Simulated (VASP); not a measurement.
# Zn5CdS6 (P3m1) in VASP: further runs

Runs on Zn5CdS6. Level: PBE. Tasks: single point, relaxation of cell and atoms.

All numbers are computed with VASP 6.6.1; they aren't measurements. Logs are shortened: lines on timing, memory, paths and dates and some standing lists are left out, and cuts for length are marked.

### Step 1. The cell of the first run

Symmetry: P3m1, No. 156, trigonal system. The conventional cell has a = 3.833 Å, b = 3.833 Å, c = 18.778 Å, α = 90.00°, β = 90.00°, γ = 120.00°. Zn (site symmetry 3m) has 4 S at 2.35 Å within 3.1 Å. Zn (site symmetry 3m) has 4 S at 2.35 Å within 3.1 Å. Zn (site symmetry 3m) has 4 S at 2.35 Å within 3.1 Å. Within 3.1 Å of Zn (site symmetry 3m) lie 4 S at 2.35 Å. Zn (site symmetry 3m) has 4 S at 2.35 Å within 3.1 Å. Within 3.1 Å of Cd (site symmetry 3m) lie 4 S at 2.35 Å. S (site symmetry 3m) has 1 Zn at 2.35 Å and 3 Cd at 2.35 Å within 3.1 Å. Within 3.1 Å of S (site symmetry 3m) lie 3 Zn at 2.35 Å and 1 Cd at 2.35 Å.

### Step 2. Single point, PBE

INCAR

```
SYSTEM = Zn5CdS6
PREC     = Accurate       ! precision mode
ENCUT    = 520            ! plane-wave cutoff, eV
EDIFF    = 1E-7           ! SCF threshold, eV
ISMEAR   = 0              ! smearing method
SIGMA    = 0.1            ! smearing width, eV
LREAL    = .False.        ! projectors in reciprocal space
LASPH    = .True.         ! aspherical terms in the spheres
NELM     = 100            ! most SCF steps
ALGO     = Normal         ! electronic algorithm
ISIF     = 2              ! what is computed and relaxed
LWAVE    = .False.        ! write WAVECAR
LCHARG   = .False.        ! write CHGCAR
GGA      = PE             ! functional
NBANDS   = 66             ! bands
```

KPOINTS

```
Automatic mesh
0
Gamma
  6 6 1
  0 0 0
```

POSCAR

```
Zn5CdS6
1.0
    3.8331134100      0.0000000000      0.0000000000
   -1.9165567100      3.3195735900      0.0000000000
    0.0000000000      0.0000000000     18.7783439600
Zn Cd S
5 1 6
Direct
    0.0000000000      0.0000000000      0.0000000000
    0.6666666700      0.3333333300      0.6666666700
    0.0000000000      0.0000000000      0.5000000000
    0.3333333300      0.6666666700      0.3333333300
    0.6666666700      0.3333333300      0.1666666700
    0.3333333300      0.6666666700      0.8333333300
    0.0000000000      0.0000000000      0.8750000000
    0.3333333300      0.6666666700      0.7083333300
    0.6666666700      0.3333333300      0.5416666700
    0.0000000000      0.0000000000      0.3750000000
    0.3333333300      0.6666666700      0.2083333300
    0.6666666700      0.3333333300      0.0416666700
```

Potentials or basis: VASP PAW PBE potentials, release 64 (Zn, Cd, S).

Command:

```console
$ cat potpaw_PBE.64/Zn/POTCAR potpaw_PBE.64/Cd/POTCAR potpaw_PBE.64/S/POTCAR > POTCAR
$ mpirun -np 1 vasp_std > vasp.out
```

OUTCAR:

```text
SYSTEM = Zn5CdS6
   PREC = Accurate
   ENCUT = 520
   EDIFF = 1E-7
   ISMEAR = 0
   LREAL = .False.
   LASPH = .True.
   NELM = 100
   ISIF = 2
   GGA = PE

 ion  position               nearest neighbor table
   1  0.000  0.000  0.000-   7 2.35  12 2.35  12 2.35  12 2.35
   2  0.667  0.333  0.667-   8 2.35   8 2.35   9 2.35   8 2.35
   3  0.000  0.000  0.500-  10 2.35   9 2.35   9 2.35   9 2.35
   4  0.333  0.667  0.333-  11 2.35  10 2.35  10 2.35  10 2.35
   5  0.667  0.333  0.167-  11 2.35  11 2.35  12 2.35  11 2.35
   6  0.333  0.667  0.833-   8 2.35   7 2.35   7 2.35   7 2.35
   7  0.000  0.000  0.875-   1 2.35   6 2.35   6 2.35   6 2.35
   8  0.333  0.667  0.708-   2 2.35   2 2.35   6 2.35   2 2.35
   9  0.667  0.333  0.542-   2 2.35   3 2.35   3 2.35   3 2.35
  10  0.000  0.000  0.375-   3 2.35   4 2.35   4 2.35   4 2.35
  11  0.333  0.667  0.208-   5 2.35   5 2.35   4 2.35   5 2.35
  12  0.667  0.333  0.042-   5 2.35   1 2.35   1 2.35   1 2.35

  LATTYP: Found a hexagonal cell.
 ALAT       =     3.8331134100
 C/A-ratio  =     4.8989794852

  Lattice vectors:

 A1 = (   3.8331134100,   0.0000000000,   0.0000000000)
 A2 = (  -1.9165567100,   3.3195735900,   0.0000000000)
 A3 = (   0.0000000000,   0.0000000000,  18.7783439600)

Analysis of symmetry for initial positions (statically):
=====================================================================
 Subroutine PRICEL returns:
 Original cell was already a primitive cell.

 Routine SETGRP: Setting up the symmetry group for a
 hexagonal supercell.

 Subroutine GETGRP returns: Found  6 space group operations
 (whereof  6 operations were pure point group operations)
 out of a pool of 24 trial point group operations.

The static configuration has the point symmetry C_3v.

Analysis of symmetry for dynamics (positions and initial velocities):
=====================================================================
 Subroutine PRICEL returns:
 Original cell was already a primitive cell.

 Routine SETGRP: Setting up the symmetry group for a
 hexagonal supercell.

 Subroutine GETGRP returns: Found  6 space group operations
 (whereof  6 operations were pure point group operations)
 out of a pool of 24 trial point group operations.

The dynamic configuration has the point symmetry C_3v.

 Subroutine INISYM returns: Found  6 space group operations
 (whereof  6 operations are pure point group operations),
 and found     1 'primitive' translations

----------------------------------------------------------------------------------------

                                     Primitive cell

  volume of cell :     238.9413

  direct lattice vectors                    reciprocal lattice vectors
     3.833113410  0.000000000  0.000000000     0.260884533  0.150621755  0.000000000
    -1.916556710  3.319573590  0.000000000     0.000000000  0.301243510  0.000000000
     0.000000000  0.000000000 18.778343960     0.000000000  0.000000000  0.053252832

  length of vectors
     3.833113410  3.833113414 18.778343960     0.301243510  0.301243510  0.053252832

  position of ions in fractional coordinates (direct lattice)
     0.000000000  0.000000000  0.000000000
     0.666666670  0.333333330  0.666666670
     0.000000000  0.000000000  0.500000000
     0.333333330  0.666666670  0.333333330
     0.666666670  0.333333330  0.166666670
     0.333333330  0.666666670  0.833333330
     0.000000000  0.000000000  0.875000000
     0.333333330  0.666666670  0.708333330
     0.666666670  0.333333330  0.541666670
     0.000000000  0.000000000  0.375000000
     0.333333330  0.666666670  0.208333330
     0.666666670  0.333333330  0.041666670

  ion indices of the primitive-cell ions
   primitive index   ion index
                 1           1
                 2           2
                 3           3
                 4           4
                 5           5
                 6           6
                 7           7
                 8           8
                 9           9
                10          10
                11          11
                12          12

----------------------------------------------------------------------------------------

 KPOINTS: Automatic mesh

Automatic generation of k-mesh.
 Grid dimensions read from file:
 generate k-points for:    6    6    1

 Generating k-lattice:

  Cartesian coordinates                     Fractional coordinates (reciprocal lattice)
     0.043480755  0.025103626  0.000000000     0.166666667  0.000000000  0.000000000
     0.000000000  0.050207252  0.000000000     0.000000000  0.166666667  0.000000000
     0.000000000  0.000000000  0.053252832     0.000000000  0.000000000  1.000000000

  Length of vectors
     0.050207252  0.050207252  0.053252832

  Shift w.r.t. Gamma in fractional coordinates (k-lattice)
     0.000000000  0.000000000  0.000000000

 Subroutine IBZKPT returns following result:
 ===========================================

 Found      7 irreducible k-points:

 Following reciprocal coordinates:
            Coordinates               Weight
  0.000000  0.000000  0.000000      1.000000
  0.166667  0.000000  0.000000      6.000000
  0.333333 -0.000000  0.000000      6.000000
  0.500000 -0.000000  0.000000      3.000000
  0.166667  0.166667  0.000000      6.000000
  0.333333  0.166667  0.000000     12.000000
  0.333333  0.333333  0.000000      2.000000
   k-points           NKPTS =      7   k-points in BZ     NKDIM =      7   number of bands    NBANDS=     66
   number of dos      NEDOS =    301   number of ions     NIONS =     12
   total plane-waves  NPLWV = 126000
   dimension x,y,z NGX =    30 NGY =   30 NGZ =  140
   dimension x,y,z NGXF=    60 NGYF=   60 NGZF=  280
   ions per type =               5   1   6
   NGX,Y,Z   is equivalent  to a cutoff of  13.01, 13.01, 12.39 a.u.
   NGXF,Y,Z  is equivalent  to a cutoff of  26.02, 26.02, 24.79 a.u.
 SYSTEM =  Zn5CdS6
   PREC   = accura    normal or accurate (medium, high low for compatibility)
   ISTART =      0    job   : 0-new  1-cont  2-samecut
   ICHARG =      2    charge: 1-file 2-atom 10-const
   ISPIN  =      1    spin polarized calculation?
   LNONCOLLINEAR =      F non collinear calculations
   LSORBIT =      F    spin-orbit coupling
   LASPH  =      T    aspherical Exc in radial PAW
   ENCUT  =  520.0 eV  38.22 Ry    6.18 a.u.   7.13  7.13 34.92*2*pi/ulx,y,z
   NELM   =    100;   NELMIN=  2; NELMDL= -5     # of ELM steps
   EDIFF  = 0.1E-06   stopping-criterion for ELM
   LREAL  =      F    real-space projection
   EDIFFG = 0.1E-05   stopping-criterion for IOM
   NSW    =      0    number of steps for IOM
   IBRION =     -1    ionic relax: 0-MD 1-quasi-New 2-CG
   NFREE  =      0    steps in history (QN), initial steepest desc. (CG)
   ISIF   =      2    stress and relaxation
   ISYM   =      2    0-nonsym 1-usesym 2-fastsym
   POTIM  = 0.5000    time-step for ionic-motion
   TEBEG  =    0.0;   TEEND  =   0.0 temperature during run
   PSTRESS=    0.0 pullay stress
   NELECT =     108.0000    total number of electrons
   NUPDOWN=      -1.0000    fix difference up-down
   EMIN   =  10.00;   EMAX   =-10.00  energy-range for DOS
   EFERMI =   0.00;   METHOD = LEGACY
   ISMEAR =     0;   SIGMA  =   0.10  broadening in eV -4-tet -1-fermi 0-gaus
   EFERMI_NEDOS =   21; number of points for ismear=-14 and -15
   IALGO  =     38    algorithm
   IMIX   =      4    mixing-type and parameters
     AMIX     =   0.40;   BMIX     =  1.00
     AMIX_MAG =   1.60;   BMIX_MAG =  1.00
  volume/ion in A,a.u.               =      19.91       134.37
  Fermi-wavevector in a.u.,A,eV,Ry     =   1.256374  2.374203 21.476470  1.578476
  Thomas-Fermi vector in A             =   2.390085
   LORBIT       =      0    0 simple, 1 ext, 2 COOP (PROOUT), +10 PAW based schemes
   GGA     = PE    functional components
   LHFCALC =     F    Hartree Fock is set to
   AEXX    =    0.0000 exact exchange contribution
   IVDW    =     0    specifies the selected vdW correction
   LEPSILON=     F    determine dielectric tensor
   LRPA    =     F    only Hartree local field effects (RPA)
 non-spin polarized calculation
 Gauss-broadening in eV      SIGMA  =   0.10
  energy-cutoff  :      520.00
  volume of cell :      238.94
 maximum number of plane-waves:      6464
 NGX is ok and might be reduce to    30
   NGX = 15   NGY = 15   NGZ = 69

 number of electron     108.0000074 magnetization

 Free energy of the ion-electron system (eV)
  ---------------------------------------------------
  ext. energy  EPLUGINS =         0.00000000
  ---------------------------------------------------
  free energy    TOTEN  =       -39.57534985 eV

  energy without entropy =      -39.57534985  energy(sigma->0) =      -39.57534985

 E-fermi :   2.8966     XC(G=0):  -9.6925

 val. band max:        2.3977269710   @ k =   0.0000   0.0000   0.0000
 cond. band min:       4.2537341073   @ k =   0.0000   0.0000   0.0000
 fundamental gap:      1.8560071363
 Fermi energy:         2.8965909775

 k-point     1 :       0.0000    0.0000    0.0000
  band No.  band energies     occupation
      1     -11.0240      2.00000
      2     -10.7818      2.00000
      3     -10.7500      2.00000
      4     -10.4220      2.00000
      5     -10.2647      2.00000
      6     -10.0392      2.00000
[... 58 lines left out ...]
     65       8.7381      0.00000
     66       8.9573      0.00000

 k-point     2 :       0.1667    0.0000    0.0000
  band No.  band energies     occupation
      1     -10.8667      2.00000
      2     -10.6300      2.00000
      3     -10.5877      2.00000
      4     -10.3035      2.00000
      5     -10.1413      2.00000
      6      -9.9402      2.00000
[... 58 lines left out ...]
     65       8.5227      0.00000
     66       8.8645      0.00000

 k-point     3 :       0.3333   -0.0000    0.0000
  band No.  band energies     occupation
      1     -10.5383      2.00000
      2     -10.2947      2.00000
      3     -10.2006      2.00000
      4     -10.0380      2.00000
      5      -9.8856      2.00000
      6      -9.7542      2.00000
[... 58 lines left out ...]
     65       8.6795      0.00000
     66       9.2380      0.00000

 k-point     4 :       0.5000   -0.0000    0.0000
  band No.  band energies     occupation
      1     -10.3775      2.00000
      2     -10.0986      2.00000
      3      -9.9429      2.00000
      4      -9.8627      2.00000
      5      -9.7741      2.00000
      6      -9.6957      2.00000
[... 58 lines left out ...]
     65       8.5123      0.00000
     66       9.1781      0.00000

 k-point     5 :       0.1667    0.1667    0.0000
  band No.  band energies     occupation
      1     -10.6218      2.00000
      2     -10.3836      2.00000
      3     -10.3123      2.00000
      4     -10.1081      2.00000
      5      -9.9516      2.00000
      6      -9.7964      2.00000
[... 58 lines left out ...]
     65       8.1442      0.00000
     66       8.5511      0.00000

 k-point     6 :       0.3333    0.1667    0.0000
  band No.  band energies     occupation
      1     -10.3807      2.00000
      2     -10.1058      2.00000
      3      -9.9548      2.00000
      4      -9.8696      2.00000
      5      -9.7687      2.00000
      6      -9.6921      2.00000
[... 58 lines left out ...]
     65       8.4965      0.00000
     66       8.6018      0.00000

 k-point     7 :       0.3333    0.3333    0.0000
  band No.  band energies     occupation
      1     -10.3082      2.00000
      2     -10.0103      2.00000
      3      -9.7465      2.00000
      4      -9.7438      2.00000
      5      -9.7435      2.00000
      6      -9.7434      2.00000
[... 58 lines left out ...]
     65       8.7258      0.00000
     66       8.9620      0.00000

------------------------ aborting loop because EDIFF is reached ----------------------------------------

  FORCE on cell =-STRESS in cart. coord.  units (eV):
  Direction    XX          YY          ZZ          XY          YZ          ZX
  --------------------------------------------------------------------------------------
  -------------------------------------------------------------------------------------
  Total        8.0972114      8.0972114      7.9359137     -0.0000000      0.0000000      0.0000000
  in kB       54.2943702     54.2943702     53.2128182     -0.0000001      0.0000000      0.0000000
  external PRESSURE =      53.9338529 kB  Pullay stress =       0.0000000 kB

 VOLUME and BASIS-vectors are now :
 -----------------------------------------------------------------------------
  energy-cutoff  :      520.00
  volume of cell :      238.94
      direct lattice vectors                 reciprocal lattice vectors
     3.833113410  0.000000000  0.000000000     0.260884533  0.150621755  0.000000000
    -1.916556710  3.319573590  0.000000000     0.000000000  0.301243510  0.000000000
     0.000000000  0.000000000 18.778343960     0.000000000  0.000000000  0.053252832

 POSITION                                       TOTAL-FORCE (eV/Angst)
 -----------------------------------------------------------------------------------
      0.00000      0.00000      0.00000         0.000000     -0.000000      0.003028
      1.91656      1.10652     12.51890         0.000000     -0.000000     -0.130794
      0.00000      0.00000      9.38917         0.000000     -0.000000     -0.002401
     -0.00000      2.21305      6.25945         0.000000     -0.000000     -0.003983
      1.91656      1.10652      3.12972        -0.000000      0.000000      0.001519
     -0.00000      2.21305     15.64862        -0.000000      0.000000      0.099818
      0.00000      0.00000     16.43105         0.000000     -0.000000      1.911137
     -0.00000      2.21305     13.30133        -0.000000      0.000000     -1.877480
      1.91656      1.10652     10.17160         0.000000      0.000000     -0.008369
      0.00000      0.00000      7.04188         0.000000     -0.000000      0.001495
     -0.00000      2.21305      3.91215        -0.000000     -0.000000      0.001614
      1.91656      1.10652      0.78243        -0.000000      0.000000      0.004418
 -----------------------------------------------------------------------------------
    total drift:                                0.000003     -0.000001      0.002404

  FREE ENERGIE OF THE ION-ELECTRON SYSTEM (eV)
  ---------------------------------------------------
  free  energy   TOTEN  =       -39.5753498462 eV

  energy  without entropy=      -39.5753498462  energy(sigma->0) =      -39.57534985
```

Wall time 1.8 min (1 thread of Intel Xeon Platinum 8488C (Sapphire Rapids), shared host); peak memory 0.38 GiB.

What came out:

```
Free energy            : -39.5753 eV
Pressure               : 5.4 GPa
Largest force          : 1.911 eV/Å
Band gap on the k mesh : 1.86 eV
```

Forces on the atoms (eV/Å):
```
Zn   0.000  0.000  0.003
Zn   0.000  0.000 -0.131
Zn   0.000  0.000 -0.002
Zn   0.000  0.000 -0.004
Zn   0.000  0.000  0.002
Cd   0.000  0.000  0.100
S    0.000  0.000  1.911
S    0.000  0.000 -1.877
S    0.000  0.000 -0.008
S    0.000  0.000  0.001
S    0.000  0.000  0.002
S    0.000  0.000  0.004
```

Levels at points of the mesh, in eV from the valence-band top:
| k point | band 51 | band 52 | band 53 | band 54 | band 55 | band 56 | band 57 | band 58 |
| --- | --- | --- | --- | --- | --- | --- | --- | --- |
| (0.00, 0.00, 0.00) | -0.33 | -0.12 | 0.00 | 0.00 | 1.86 | 2.90 | 3.00 | 3.13 |
| (0.50, 0.00, 0.00) | -1.46 | -1.38 | -1.02 | -1.01 | 3.12 | 3.24 | 3.75 | 3.84 |

Caveat: the cell stands under pressure; forces of over 1 eV/Å act on the atoms, so gaps and moduli don't describe the material at rest.

### Step 3. Single point, PBE

This run uses another cell than the first one, of 21.08 Å³/atom.

INCAR

```
SYSTEM = Zn5CdS6
PREC     = Accurate       ! precision mode
ENCUT    = 520            ! plane-wave cutoff, eV
EDIFF    = 1E-7           ! SCF threshold, eV
ISMEAR   = 0              ! smearing method
SIGMA    = 0.1            ! smearing width, eV
LREAL    = .FALSE.        ! projectors in reciprocal space
LASPH    = .TRUE.         ! aspherical terms in the spheres
NELM     = 100            ! most SCF steps
ALGO     = Normal         ! electronic algorithm
ISIF     = 2              ! what is computed and relaxed
LWAVE    = .FALSE.        ! write WAVECAR
LCHARG   = .FALSE.        ! write CHGCAR
GGA      = PE             ! functional
NBANDS   = 66             ! bands
```

KPOINTS

```
Automatic mesh
0
G
  6 6 1
  0 0 0
```

POSCAR

```
Zn5CdS6
1.0
    3.8999786678      0.0000000029      0.0000000000
   -1.9499893364      3.3774805990      0.0000000000
    0.0000000000      0.0000000000     19.2039446601
Zn Cd S
5 1 6
Direct
    0.0000000000      0.0000000000      0.0088022374
    0.6666666667      0.3333333333      0.6578750010
    0.0000000000      0.0000000000      0.4955007434
    0.3333333333      0.6666666667      0.3331774284
    0.6666666667      0.3333333333      0.1708471823
    0.3333333333      0.6666666667      0.8307189804
    0.0000000000      0.0000000000      0.8869403490
    0.3333333333      0.6666666667      0.6980582803
    0.6666666667      0.3333333333      0.5354429203
    0.0000000000      0.0000000000      0.3731829527
    0.3333333333      0.6666666667      0.2108886507
    0.6666666667      0.3333333333      0.0485652741
```

Potentials or basis: VASP PAW PBE potentials, release 64 (Zn, Cd, S).

Command:

```console
$ cat potpaw_PBE.64/Zn/POTCAR potpaw_PBE.64/Cd/POTCAR potpaw_PBE.64/S/POTCAR > POTCAR
$ mpirun -np 1 vasp_std > vasp.out
```

Wall time 1.8 min (1 thread of Intel Xeon Platinum 8488C (Sapphire Rapids), shared host); peak memory 0.39 GiB.

Results (log left out):

```
Free energy            : -40.1966 eV
Pressure               : 0.2 GPa
Largest force          : 0.038 eV/Å
Band gap on the k mesh : 1.55 eV
```

Forces in eV/Å, atoms in the order of the input:
```
Zn   0.000  0.000  0.030
Zn   0.000  0.000  0.019
Zn   0.000  0.000  0.033
Zn   0.000  0.000  0.038
Zn   0.000  0.000  0.036
Cd   0.000  0.000 -0.034
S    0.000  0.000  0.026
S    0.000  0.000 -0.020
S    0.000  0.000 -0.017
S    0.000  0.000 -0.034
S    0.000  0.000 -0.037
S    0.000  0.000 -0.038
```

Stress tensor (GPa, compression positive):
```
0.09 0.00 0.00
0.00 0.09 0.00
0.00 0.00 0.35
```

Levels at points of the mesh, in eV from the valence-band top:
```csv
k point,band 52,band 53,band 54,band 55,band 56,band 57
"(0.00, 0.00, 0.00)",-0.23,0.00,0.00,1.55,2.66,2.75
"(0.50, 0.00, 0.00)",-1.23,-1.02,-0.81,2.96,3.24,3.70
```

[end of part 1 of 2]
